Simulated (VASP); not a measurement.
# Cu (P6_3/mmc) in VASP: further runs

The runs below take Cu through single point, with PBEsol.

All numbers are computed with VASP 6.6.1; they aren't measurements. Logs are shortened: lines on timing, memory, paths and dates and some standing lists are left out, and cuts for length are marked.

## (1) The cell of the first run

It takes space group P6_3/mmc (No. 194, hexagonal). Conventional cell: a = 2.517 Å, b = 2.517 Å, c = 4.085 Å, α = 90.00°, β = 90.00°, γ = 120.00°. Cu (site symmetry -6m2) has 12 Cu at 2.51 to 2.52 Å within 3.3 Å.

## (2) Single point, PBEsol

Input file INCAR:

```
  ALGO = Normal
  EDIFF = 1E-7
  ENCUT = 520
  GGA = PS
  ISIF = 2
  ISMEAR = -1
  LASPH = T
  LCHARG = F
  LREAL = F
  LWAVE = F
  NBANDS = 18
  NELM = 80
  PREC = Accurate
  SIGMA = 0.05
```

Input file KPOINTS:

```
k-points
0
Gamma
  13 13 7
```

Input file POSCAR:

```
Cu
1.0
    2.5170891251      0.0000000000      0.0000000000
   -1.2585440659      2.1798627508      0.0000000000
    0.0000000000      0.0000000000      4.0849690207
Cu
2
Direct
    0.3333333333      0.6666666667      0.2500000000
    0.6666666667      0.3333333333      0.7500000000
```

Potentials or basis: VASP PAW PBE potentials, release 64 (Cu).

Started as:

```
$ cat potpaw_PBE.64/Cu/POTCAR > POTCAR
$ mpirun -np 1 vasp_std > vasp.out
```

OUTCAR:

```text
EDIFF = 1E-7
   ENCUT = 520
   GGA = PS
   ISIF = 2
   ISMEAR = -1
   LASPH = T
   LREAL = F
   NELM = 80
   PREC = Accurate

 ion  position               nearest neighbor table
   1  0.333  0.667  0.250-   2 2.51   2 2.51   2 2.51   2 2.51   2 2.51   2 2.51
   2  0.667  0.333  0.750-   1 2.51   1 2.51   1 2.51   1 2.51   1 2.51   1 2.51

  LATTYP: Found a hexagonal cell.
 ALAT       =     2.5170891251
 C/A-ratio  =     1.6228940723

  Lattice vectors:

 A1 = (   2.5170891251,   0.0000000000,   0.0000000000)
 A2 = (  -1.2585440659,   2.1798627508,   0.0000000000)
 A3 = (   0.0000000000,   0.0000000000,   4.0849690207)

Analysis of symmetry for initial positions (statically):
=====================================================================
 Subroutine PRICEL returns:
 Original cell was already a primitive cell.

 Routine SETGRP: Setting up the symmetry group for a
 hexagonal supercell.

 Subroutine GETGRP returns: Found 24 space group operations
 (whereof 12 operations were pure point group operations)
 out of a pool of 24 trial point group operations.

The static configuration has the point symmetry D_3d.
 The point group associated with its full space group is D_6h.

Analysis of symmetry for dynamics (positions and initial velocities):
=====================================================================
 Subroutine PRICEL returns:
 Original cell was already a primitive cell.

 Routine SETGRP: Setting up the symmetry group for a
 hexagonal supercell.

 Subroutine GETGRP returns: Found 24 space group operations
 (whereof 12 operations were pure point group operations)
 out of a pool of 24 trial point group operations.

The dynamic configuration has the point symmetry D_3d.
 The point group associated with its full space group is D_6h.

 Subroutine INISYM returns: Found 24 space group operations
 (whereof 12 operations are pure point group operations),
 and found     1 'primitive' translations

----------------------------------------------------------------------------------------

                                     Primitive cell

  volume of cell :      22.4139

  direct lattice vectors                    reciprocal lattice vectors
     2.517089125  0.000000000  0.000000000     0.397284304  0.229372149  0.000000000
    -1.258544066  2.179862751  0.000000000     0.000000000  0.458744478  0.000000000
     0.000000000  0.000000000  4.084969021     0.000000000  0.000000000  0.244799898

  length of vectors
     2.517089125  2.517088552  4.084969021     0.458744374  0.458744478  0.244799898

  position of ions in fractional coordinates (direct lattice)
     0.333333333  0.666666667  0.250000000
     0.666666667  0.333333333  0.750000000

  ion indices of the primitive-cell ions
   primitive index   ion index
                 1           1
                 2           2

----------------------------------------------------------------------------------------

 KPOINTS: k-points

Automatic generation of k-mesh.
 Grid dimensions read from file:
 generate k-points for:   13   13    7

 Generating k-lattice:

  Cartesian coordinates                     Fractional coordinates (reciprocal lattice)
     0.030560331  0.017644011  0.000000000     0.076923077  0.000000000  0.000000000
     0.000000000  0.035288037  0.000000000     0.000000000  0.076923077  0.000000000
     0.000000000  0.000000000  0.034971414     0.000000000  0.000000000  0.142857143

  Length of vectors
     0.035288029  0.035288037  0.034971414

  Shift w.r.t. Gamma in fractional coordinates (k-lattice)
     0.000000000  0.000000000  0.000000000

 Subroutine IBZKPT returns following result:
 ===========================================

 Found     84 irreducible k-points:

 Following reciprocal coordinates:
            Coordinates               Weight
  0.000000  0.000000  0.000000      1.000000
  0.076923 -0.000000  0.000000      6.000000
  0.153846 -0.000000  0.000000      6.000000
  0.230769 -0.000000  0.000000      6.000000
  0.307692 -0.000000  0.000000      6.000000
  0.384615 -0.000000  0.000000      6.000000
[... 16 lines left out ...]
  0.076923 -0.000000  0.142857     12.000000
  0.153846 -0.000000  0.142857     12.000000
 [... further k-points ...]
   k-points           NKPTS =     84   k-points in BZ     NKDIM =     84   number of bands    NBANDS=     18
   number of dos      NEDOS =    301   number of ions     NIONS =      2
   total plane-waves  NPLWV =  12000
   dimension x,y,z NGX =    20 NGY =   20 NGZ =   30
   dimension x,y,z NGXF=    40 NGYF=   40 NGZF=   60
   ions per type =               2
   NGX,Y,Z   is equivalent  to a cutoff of  13.21, 13.21, 12.21 a.u.
   NGXF,Y,Z  is equivalent  to a cutoff of  26.42, 26.42, 24.42 a.u.
 SYSTEM =  unknown system
   PREC   = accura    normal or accurate (medium, high low for compatibility)
   ISTART =      0    job   : 0-new  1-cont  2-samecut
   ICHARG =      2    charge: 1-file 2-atom 10-const
   ISPIN  =      1    spin polarized calculation?
   LNONCOLLINEAR =      F non collinear calculations
   LSORBIT =      F    spin-orbit coupling
   LASPH  =      T    aspherical Exc in radial PAW
   ENCUT  =  520.0 eV  38.22 Ry    6.18 a.u.   4.68  4.68  7.60*2*pi/ulx,y,z
   NELM   =     80;   NELMIN=  2; NELMDL= -5     # of ELM steps
   EDIFF  = 0.1E-06   stopping-criterion for ELM
   LREAL  =      F    real-space projection
   EDIFFG = 0.1E-05   stopping-criterion for IOM
   NSW    =      0    number of steps for IOM
   IBRION =     -1    ionic relax: 0-MD 1-quasi-New 2-CG
   NFREE  =      0    steps in history (QN), initial steepest desc. (CG)
   ISIF   =      2    stress and relaxation
   ISYM   =      2    0-nonsym 1-usesym 2-fastsym
   POTIM  = 0.5000    time-step for ionic-motion
   TEBEG  =    0.0;   TEEND  =   0.0 temperature during run
   PSTRESS=    0.0 pullay stress
   NELECT =      22.0000    total number of electrons
   NUPDOWN=      -1.0000    fix difference up-down
   EMIN   =  10.00;   EMAX   =-10.00  energy-range for DOS
   EFERMI =   0.00;   METHOD = LEGACY
   ISMEAR =    -1;   SIGMA  =   0.05  broadening in eV -4-tet -1-fermi 0-gaus
   EFERMI_NEDOS =   21; number of points for ismear=-14 and -15
   IALGO  =     38    algorithm
   IMIX   =      4    mixing-type and parameters
     AMIX     =   0.40;   BMIX     =  1.00
     AMIX_MAG =   1.60;   BMIX_MAG =  1.00
  volume/ion in A,a.u.               =      11.21        75.63
  Fermi-wavevector in a.u.,A,eV,Ry     =   1.626960  3.074509 36.014608  2.646999
  Thomas-Fermi vector in A             =   2.719834
   LORBIT       =      0    0 simple, 1 ext, 2 COOP (PROOUT), +10 PAW based schemes
   GGA     = PS    functional components
   LHFCALC =     F    Hartree Fock is set to
   AEXX    =    0.0000 exact exchange contribution
   IVDW    =     0    specifies the selected vdW correction
   LEPSILON=     F    determine dielectric tensor
   LRPA    =     F    only Hartree local field effects (RPA)
 non-spin polarized calculation
  energy-cutoff  :      520.00
  volume of cell :       22.41
 maximum number of plane-waves:       617
 NGX is ok and might be reduce to    20
   NGX =  9   NGY =  9   NGZ = 15

 number of electron      21.9999968 magnetization

 Free energy of the ion-electron system (eV)
  ---------------------------------------------------
  ext. energy  EPLUGINS =         0.00000000
  ---------------------------------------------------
  free energy    TOTEN  =        -8.60826749 eV

  energy without entropy =       -8.60582709  energy(sigma->0) =       -8.60704729

 E-fermi :   8.0704     XC(G=0): -13.2170

 val. band max:        7.9610190783   @ k =   0.3846  -0.0000   0.4286
 cond. band min:       8.1253877974   @ k =   0.1538  -0.0000   0.1429
 fundamental gap:      0.1643687191
 Fermi energy:         8.0704032300

 k-point     1 :       0.0000    0.0000    0.0000
  band No.  band energies     occupation
      1      -1.7313      2.00000
      2       2.6736      2.00000
      3       4.8863      2.00000
      4       4.9261      2.00000
      5       4.9261      2.00000
      6       5.1581      2.00000
[... 10 lines left out ...]
     17      32.0817      0.00000
     18      32.0818      0.00000

 k-point     2 :       0.0769   -0.0000    0.0000
  band No.  band energies     occupation
      1      -1.5335      2.00000
      2       2.7880      2.00000
      3       4.7532      2.00000
      4       5.0008      2.00000
      5       5.0372      2.00000
      6       5.1243      2.00000
[... 10 lines left out ...]
     17      32.9987      0.00000
     18      33.0730      0.00000

 k-point     3 :       0.1538   -0.0000    0.0000
  band No.  band energies     occupation
      1      -0.9518      2.00000
      2       3.0864      2.00000
      3       4.5626      2.00000
      4       4.8178      2.00000
      5       5.0004      2.00000
      6       5.2132      2.00000
[... 10 lines left out ...]
     17      30.8606      0.00000
     18      32.7254      0.00000

 k-point     4 :       0.2308   -0.0000    0.0000
  band No.  band energies     occupation
      1      -0.0295      2.00000
      2       3.4039      2.00000
      3       4.2663      2.00000
      4       4.4017      2.00000
      5       4.9038      2.00000
      6       5.1436      2.00000
[... 375 lines left out ...]
      4       4.8889      2.00000
      5       4.8889      2.00000
      6       5.1178      2.00000
[... 10 lines left out ...]
     17      30.6191      0.00000
     18      32.1724      0.00000

 k-point    23 :       0.0769   -0.0000    0.1429
  band No.  band energies     occupation
      1      -1.3405      2.00000
      2       2.6844      2.00000
      3       4.7492      2.00000
      4       4.9428      2.00000
      5       4.9554      2.00000
      6       5.0263      2.00000
[... 10 lines left out ...]
     17      30.5975      0.00000
     18      32.3774      0.00000

 k-point    24 :       0.1538   -0.0000    0.1429
  band No.  band energies     occupation
      1      -0.7647      2.00000
      2       3.0159      2.00000
      3       4.5779      2.00000
      4       4.6178      2.00000
      5       4.9454      2.00000
      6       5.1151      2.00000
[... 10 lines left out ...]
     17      29.7660      0.00000
     18      31.1195      0.00000

 [... further k-points ...]
[... 5 lines left out ...]
  --------------------------------------------------------------------------------------
  -------------------------------------------------------------------------------------
  Total        0.1504340      0.1504340      0.6788118      0.0000000      0.0000000      0.0000000
  in kB       10.7532614     10.7532577     48.5225292      0.0000024      0.0000000      0.0000000
  external PRESSURE =      23.3430161 kB  Pullay stress =       0.0000000 kB

 VOLUME and BASIS-vectors are now :
 -----------------------------------------------------------------------------
  energy-cutoff  :      520.00
  volume of cell :       22.41
      direct lattice vectors                 reciprocal lattice vectors
     2.517089125  0.000000000  0.000000000     0.397284304  0.229372149  0.000000000
    -1.258544066  2.179862751  0.000000000     0.000000000  0.458744478  0.000000000
     0.000000000  0.000000000  4.084969021     0.000000000  0.000000000  0.244799898

 POSITION                                       TOTAL-FORCE (eV/Angst)
 -----------------------------------------------------------------------------------
      0.00000      1.45324      1.02124        -0.000000      0.000000      0.000000
      1.25854      0.72662      3.06373         0.000000      0.000000      0.000000
 -----------------------------------------------------------------------------------
    total drift:                               -0.000000      0.000000     -0.000000

  FREE ENERGIE OF THE ION-ELECTRON SYSTEM (eV)
  ---------------------------------------------------
  free  energy   TOTEN  =        -8.6082674898 eV

  energy  without entropy=       -8.6058270860  energy(sigma->0) =       -8.60704729
```

It took 17 s on 1 thread of Intel Xeon Platinum 8559C (Emerald Rapids), shared host; peak memory 0.14 GiB.

Results:

```yaml
Free_energy: -8.6083 eV
Pressure: 2.3 GPa
Band_gap_on_the_k_mesh: zero (band 11 reaches 11.16 eV, above the bottom of band 12 at 6.11 eV)
```

Stress tensor (GPa, compression positive):
```
1.08 0.00 0.00
0.00 1.08 0.00
0.00 0.00 4.85
```

Caveat: the PAW data sets were made with another functional, which shifts forces and pressure a little.

[end of part 1 of 3]
